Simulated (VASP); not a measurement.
# Gd (Im-3m) in VASP: notebook, part 2 of 2

VASP 6.6.1.

**3. Relaxation of cell and atoms, PBEsol, collinear spin, ferromagnetic start, target pressure 140 GPa, at which the enthalpy is minimised**

This run uses another cell than the first one, of 12.56 Å³/atom.

File INCAR:

```
SYSTEM = Gd
ALGO = Normal
EDIFF = 1E-6
EDIFFG = -0.005
ENCUT = 600
GGA = PS
IBRION = 2
ISIF = 3
ISMEAR = -1
ISPIN = 2
LASPH = .True.
LCHARG = .False.
LMAXMIX = 6
LORBIT = 11
LREAL = .False.
LWAVE = .False.
MAGMOM = 7
NELM = 150
NSW = 60
PREC = Accurate
PSTRESS = 1400.0
SIGMA = 0.08
```

File KPOINTS:

```
k-points
0
Gamma
  18 18 18
  0 0 0
```

File POSCAR:

```
Gd
1.0
   -1.4641869182      1.4641869182      1.4641869182
    1.4641869182     -1.4641869182      1.4641869182
    1.4641869182      1.4641869182     -1.4641869182
Gd
1
Direct
    0.0000000000      0.0000000000      0.0000000000
```

Potentials or basis: VASP PAW PBE potentials, release 64 (Gd).

Run with:

```
$ cat potpaw_PBE.64/Gd/POTCAR > POTCAR
$ mpirun -np 1 vasp_std > vasp.out
```

OUTCAR:

```text
SYSTEM = Gd
   EDIFF = 1E-6
   EDIFFG = -0.005
   ENCUT = 600
   GGA = PS
   IBRION = 2
   ISIF = 3
   ISMEAR = -1
   ISPIN = 2
   LASPH = .True.
   LORBIT = 11
   LREAL = .False.
   NELM = 150
   NSW = 60
   PREC = Accurate
   PSTRESS = 1400.0

 ion  position               nearest neighbor table
   1  0.000  0.000  0.000-

  LATTYP: Found a body centered cubic cell.
 ALAT       =     2.9283738364

  Lattice vectors:

 A1 = (  -1.4641869182,   1.4641869182,   1.4641869182)
 A2 = (   1.4641869182,  -1.4641869182,   1.4641869182)
 A3 = (   1.4641869182,   1.4641869182,  -1.4641869182)

Analysis of symmetry for initial positions (statically):
=====================================================================
 Subroutine PRICEL returns:
 Original cell was already a primitive cell.

 Routine SETGRP: Setting up the symmetry group for a
 body centered cubic supercell.

 Subroutine GETGRP returns: Found 48 space group operations
 (whereof 48 operations were pure point group operations)
 out of a pool of 48 trial point group operations.

The static configuration has the point symmetry O_h .

Analysis of symmetry for dynamics (positions and initial velocities):
=====================================================================
 Subroutine PRICEL returns:
 Original cell was already a primitive cell.

 Routine SETGRP: Setting up the symmetry group for a
 body centered cubic supercell.

 Subroutine GETGRP returns: Found 48 space group operations
 (whereof 48 operations were pure point group operations)
 out of a pool of 48 trial point group operations.

The dynamic configuration has the point symmetry O_h .

Analysis of structural, dynamic, and magnetic symmetry:
=====================================================================
 Subroutine PRICEL returns:
 Original cell was already a primitive cell.

 Routine SETGRP: Setting up the symmetry group for a
 body centered cubic supercell.

 Subroutine GETGRP returns: Found 48 space group operations
 (whereof 48 operations were pure point group operations)
 out of a pool of 48 trial point group operations.

The overall configuration has the point symmetry O_h .

 Subroutine INISYM returns: Found 48 space group operations
 (whereof 48 operations are pure point group operations),
 and found     1 'primitive' translations

----------------------------------------------------------------------------------------

                                     Primitive cell

  volume of cell :      12.5559

  direct lattice vectors                    reciprocal lattice vectors
    -1.464186918  1.464186918  1.464186918     0.000000000  0.341486455  0.341486455
     1.464186918 -1.464186918  1.464186918     0.341486455  0.000000000  0.341486455
     1.464186918  1.464186918 -1.464186918     0.341486455  0.341486455  0.000000000

  length of vectors
     2.536046134  2.536046134  2.536046134     0.482934776  0.482934776  0.482934776

  position of ions in fractional coordinates (direct lattice)
     0.000000000  0.000000000  0.000000000

  ion indices of the primitive-cell ions
   primitive index   ion index
                 1           1

[... 59 lines left out ...]
   NGX,Y,Z   is equivalent  to a cutoff of  13.11, 13.11, 13.11 a.u.
   NGXF,Y,Z  is equivalent  to a cutoff of  26.22, 26.22, 26.22 a.u.
 SYSTEM =  Gd
   PREC   = accura    normal or accurate (medium, high low for compatibility)
   ISTART =      0    job   : 0-new  1-cont  2-samecut
   ICHARG =      2    charge: 1-file 2-atom 10-const
   ISPIN  =      2    spin polarized calculation?
   LNONCOLLINEAR =      F non collinear calculations
   LSORBIT =      F    spin-orbit coupling
   LASPH  =      T    aspherical Exc in radial PAW
   ENCUT  =  600.0 eV  44.10 Ry    6.64 a.u.   5.07  5.07  5.07*2*pi/ulx,y,z
   NELM   =    150;   NELMIN=  2; NELMDL= -5     # of ELM steps
   EDIFF  = 0.1E-05   stopping-criterion for ELM
   LREAL  =      F    real-space projection
   EDIFFG = -.5E-02   stopping-criterion for IOM
   NSW    =     60    number of steps for IOM
   IBRION =      2    ionic relax: 0-MD 1-quasi-New 2-CG
   NFREE  =      1    steps in history (QN), initial steepest desc. (CG)
   ISIF   =      3    stress and relaxation
   ISYM   =      2    0-nonsym 1-usesym 2-fastsym
   POTIM  = 0.5000    time-step for ionic-motion
   TEBEG  =    0.0;   TEEND  =   0.0 temperature during run
   PSTRESS= 1400.0 pullay stress
   NELECT =      18.0000    total number of electrons
   NUPDOWN=      -1.0000    fix difference up-down
   EMIN   =  10.00;   EMAX   =-10.00  energy-range for DOS
   EFERMI =   0.00;   METHOD = LEGACY
   ISMEAR =    -1;   SIGMA  =   0.08  broadening in eV -4-tet -1-fermi 0-gaus
   EFERMI_NEDOS =   21; number of points for ismear=-14 and -15
   IALGO  =     38    algorithm
   IMIX   =      4    mixing-type and parameters
     AMIX     =   0.40;   BMIX     =  1.00
     AMIX_MAG =   1.60;   BMIX_MAG =  1.00
  volume/ion in A,a.u.               =      12.56        84.73
  Fermi-wavevector in a.u.,A,eV,Ry     =   1.845932  3.488307 46.361400  3.407467
  Thomas-Fermi vector in A             =   2.897089
   LORBIT       =     11    0 simple, 1 ext, 2 COOP (PROOUT), +10 PAW based schemes
   GGA     = PS    functional components
   LHFCALC =     F    Hartree Fock is set to
   AEXX    =    0.0000 exact exchange contribution
   IVDW    =     0    specifies the selected vdW correction
   LEPSILON=     F    determine dielectric tensor
   LRPA    =     F    only Hartree local field effects (RPA)
 conjugate gradient relaxation of ions
 spin polarized calculation
  energy-cutoff  :      600.00
  volume of cell :       12.56
 maximum number of plane-waves:       432
   NGX = 11   NGY = 11   NGZ = 11

--------------------------------------- Ionic step        1  -------------------------------------------

 number of electron      18.0000005 magnetization       6.4640527

 Free energy of the ion-electron system (eV)
  ---------------------------------------------------
  ext. energy  EPLUGINS =         0.00000000
  ---------------------------------------------------
  free energy    TOTEN  =        -7.84212903 eV

  energy without entropy =       -7.81633070  energy(sigma->0) =       -7.82922987

------------------------ aborting loop because EDIFF is reached ----------------------------------------

  FORCE on cell =-STRESS in cart. coord.  units (eV):
  Direction    XX          YY          ZZ          XY          YZ          ZX
  --------------------------------------------------------------------------------------
  -------------------------------------------------------------------------------------
  Total       11.4289163     11.4289163     11.4289163      0.0000000      0.0000000     -0.0000000
  in kB     1458.3644695   1458.3644695   1458.3644695      0.0000000      0.0000000     -0.0000000
  external PRESSURE =      58.3644695 kB  Pullay stress =    1400.0000000 kB
[... 94 lines left out ...]
  energy  without entropy=       -7.9668662905  energy(sigma->0) =       -7.97961458

  enthalpy is  TOTEN    =         3.1264606555 eV   P V=       11.1188235225

[... ionic steps 4 to 12 ...]

--------------------------------------- Ionic step       13  -------------------------------------------

 number of electron      17.9999999 magnetization       6.4920317

------------------------ aborting loop because EDIFF is reached ----------------------------------------
[... 69 lines left out ...]
--------------------------------------- Ionic step       15  -------------------------------------------

 number of electron      17.9999999 magnetization       6.4923971

 Free energy of the ion-electron system (eV)
  ---------------------------------------------------
  ext. energy  EPLUGINS =         0.00000000
  ---------------------------------------------------
  free energy    TOTEN  =        -7.97904918 eV

  energy without entropy =       -7.95354073  energy(sigma->0) =       -7.96629495

 E-fermi :   8.8810     XC(G=0): -15.4637

 val. band max:        8.8795359780   @ k =   0.2778   0.1111   0.1111
 cond. band min:       8.8868318654   @ k =  -0.3889   0.3889   0.1111
 fundamental gap:      0.0072958875
 Fermi energy:         8.8809962540

 spin component 1

 k-point     1 :       0.0000    0.0000    0.0000
  band No.  band energies     occupation
      1     -37.1884      1.00000
      2      -9.3396      1.00000
      3      -9.3396      1.00000
      4      -9.3396      1.00000
      5       4.9462      1.00000
      6       4.9462      1.00000
[... 459 lines left out ...]
      6       5.1806      1.00000
[... 9 lines left out ...]
     16      21.2833      0.00000
     17      25.5545      0.00000

 [... further k-points ...]

 spin component 2

 k-point     1 :       0.0000    0.0000    0.0000
  band No.  band energies     occupation
      1     -34.6461      1.00000
      2      -6.9775      1.00000
      3      -6.9775      1.00000
      4      -6.9775      1.00000
      5       8.0316      0.99998
      6       9.1263      0.04453
[... 503 lines left out ...]
  energy  without entropy=       -7.9535407285  energy(sigma->0) =       -7.96629495

  enthalpy is  TOTEN    =         3.1264595086 eV   P V=       11.1055086838

 reached required accuracy - stopping structural energy minimisation

 total charge

# of ion       s       p       d       f       tot
--------------------------------------------------
    1        2.084   5.507   1.585   7.246  16.422

 magnetization (x)

# of ion       s       p       d       f       tot
--------------------------------------------------
    1        0.023  -0.042   0.042   6.310   6.332
```

CONTCAR:

```text
Gd
   1.00000000000000
    -1.4701229943225258    1.4701229943225256    1.4701229943225256
     1.4701229943225258   -1.4701229943225256    1.4701229943225256
     1.4701229943225258    1.4701229943225256   -1.4701229943225256
  Gd
     1
Direct
     0.0000000000000000    0.0000000000000000    0.0000000000000000

  0.00000000E+00  0.00000000E+00  0.00000000E+00
```

It took 18 min on 1 thread of Intel Xeon Platinum 8124M at 3.00GHz (Skylake/Cascade Lake), shared host; peak memory 0.24 GiB.

Results:

```yaml
Free_energy: -7.9790 eV
Relaxed_volume: 12.71 Å³/atom
Relaxed_cell: a = 2.546 Å, b = 2.546 Å, c = 2.546 Å, α = 109.47°, β = 109.47°, γ = 109.47°
Space_group_after_relaxing_to_0.1_Å: Im-3m (No. 229)
Energy_change_on_relaxing_the_run_minimises_the_enthalpy: -136.9 meV/atom
Ionic_steps: 15
Pressure_after_relaxing: 140.0 GPa
Net_moment: 6.49 μB per cell
Site_moments: Gd +6.33 μB
Valence_electrons_inside_the_program's_atomic_spheres: Gd 16.42
```

The path:
| step | energy change (eV) | largest force (eV/Å) | pressure (GPa) | volume (Å³) |
| --- | --- | --- | --- | --- |
| 1 | 0.0000 | 0.0000 | 145.84 | 12.56 |
| 2 | -0.6956 | 0.0000 | 117.05 | 13.41 |
| 3 | -0.1502 | 0.0000 | 139.79 | 12.72 |
| 4 | -0.1451 | 0.0000 | 139.31 | 12.72 |
| 5 | -0.0732 | 0.0000 | 142.72 | 12.64 |
| 6 | -0.1305 | 0.0000 | 139.48 | 12.70 |
| 7 | -0.1020 | 0.0000 | 141.08 | 12.67 |
| 8 | -0.1212 | 0.0000 | 141.23 | 12.69 |
| 9 | -0.1278 | 0.0000 | 140.57 | 12.70 |
| 10 | -0.1339 | 0.0000 | 141.11 | 12.71 |
| 11 | -0.1521 | 0.0000 | 139.14 | 12.73 |
| 12 | -0.1441 | 0.0000 | 139.21 | 12.72 |
| 13 | -0.1390 | 0.0000 | 139.15 | 12.71 |
| 14 | -0.1364 | 0.0000 | 140.20 | 12.71 |
| 15 | -0.1369 | 0.0000 | 140.04 | 12.71 |

Final structure:
```cif
data_structure
_symmetry_space_group_name_H-M 'P 1'
_symmetry_Int_Tables_number 1
_cell_length_a 2.5463
_cell_length_b 2.5463
_cell_length_c 2.5463
_cell_angle_alpha 109.471
_cell_angle_beta 109.471
_cell_angle_gamma 109.471
_cell_volume 12.71
loop_
_atom_site_label
_atom_site_type_symbol
_atom_site_fract_x
_atom_site_fract_y
_atom_site_fract_z
_atom_site_occupancy
Gd1 Gd 0.00000 0.00000 0.00000 1
```

Levels at points of the mesh, in eV from the Fermi level:
Spin up:
```tsv
k point	band 8	band 9	band 10	band 11	band 12	band 13	band 14	band 15	band 16	band 17
(0.00, 0.00, 0.00)	-2.58	-2.58	-2.58	-2.22	-2.05	2.20	2.20	2.20	7.32	7.32
(0.50, 0.00, 0.00)	-3.20	-2.80	-2.65	-2.57	-2.43	-2.27	8.93	10.39	11.96	15.05
(0.50, 0.50, 0.50)	-3.06	-3.06	-3.06	-2.43	-2.43	-2.43	14.83	14.83	14.83	18.91
```
Spin down:
```tsv
k point	band 2	band 3	band 4	band 5	band 6	band 7	band 8	band 9	band 10	band 11
(0.00, 0.00, 0.00)	-15.86	-15.86	-15.86	-0.85	0.25	0.25	0.25	2.43	2.43	2.43
(0.50, 0.00, 0.00)	-24.92	-18.68	-16.33	-3.77	-1.42	0.56	1.06	1.60	2.01	2.29
(0.50, 0.50, 0.50)	-21.79	-21.79	-21.79	-6.15	-6.15	0.82	1.73	1.73	1.73	2.52
```

Caveat: the cell is relaxed towards a set pressure, so the run minimises the enthalpy, not the energy; the PAW data sets were made with another functional, which shifts forces and pressure a little; spin-orbit coupling is left out, which moves the levels of the heavy elements; semilocal functionals describe open f shells poorly, which spoils levels, moments and volumes. The state reached can hang on the start; a lower one may exist.
